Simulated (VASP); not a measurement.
Write the native input for VASP 6.6.1 that does the following.

```
Task                   : single point
Functional             : PBEsol
Potentials or basis    : VASP PAW PBE potentials, release 64 (Tc_pv)
Cutoff                 : 500 eV
k mesh                 : 11 × 11 × 11
Occupations            : fermi-dirac, width 0.05 eV
Spin                   : no spin polarisation
Dipole correction      : no
Further INCAR settings : ALGO = Normal; EDIFF = 1e-06; NBANDS = 12
```

The structure of Tc lies in POSCAR:

```
Tc
1.0
    2.7577160000      0.0000000000      0.0000000000
    1.3788580000      2.3882521124      0.0000000000
    1.3788580000      0.7960840375      2.2516656852
Tc
1
Direct
    0.0000000000      0.0000000000      0.0000000000
```

One way to write it, as run:

INCAR

```
SYSTEM = Tc
PREC     = Accurate       ! precision mode
ENCUT    = 500            ! plane-wave cutoff, eV
EDIFF    = 1E-6           ! SCF threshold, eV
ISMEAR   = -1             ! smearing method
SIGMA    = 0.05           ! smearing width, eV
LREAL    = .False.        ! projectors in reciprocal space
LASPH    = .True.         ! aspherical terms in the spheres
NELM     = 120            ! most SCF steps
ALGO     = Normal         ! electronic algorithm
ISIF     = 2              ! what is computed and relaxed
LWAVE    = .False.        ! write WAVECAR
LCHARG   = .False.        ! write CHGCAR
GGA      = PS             ! functional
NBANDS   = 12             ! bands
GGA_COMPAT= .False.
```

KPOINTS

```
regular mesh
0
Gamma
  11 11 11
  0 0 0
```

Potentials or basis: VASP PAW PBE potentials, release 64 (Tc_pv).

Command:

```bash
$ cat potpaw_PBE.64/Tc_pv/POTCAR > POTCAR
$ mpirun -np 1 vasp_std > vasp.out
```

It gave:

```yaml
Pressure: -16.0 GPa
```

Caveat: the PAW data sets were made with another functional, which shifts forces and pressure a little.

It took 3.3 s on 1 thread of Intel(R) Xeon(R) 6975P-C (Granite Rapids), on a shared host, peak memory 0.12 GiB.
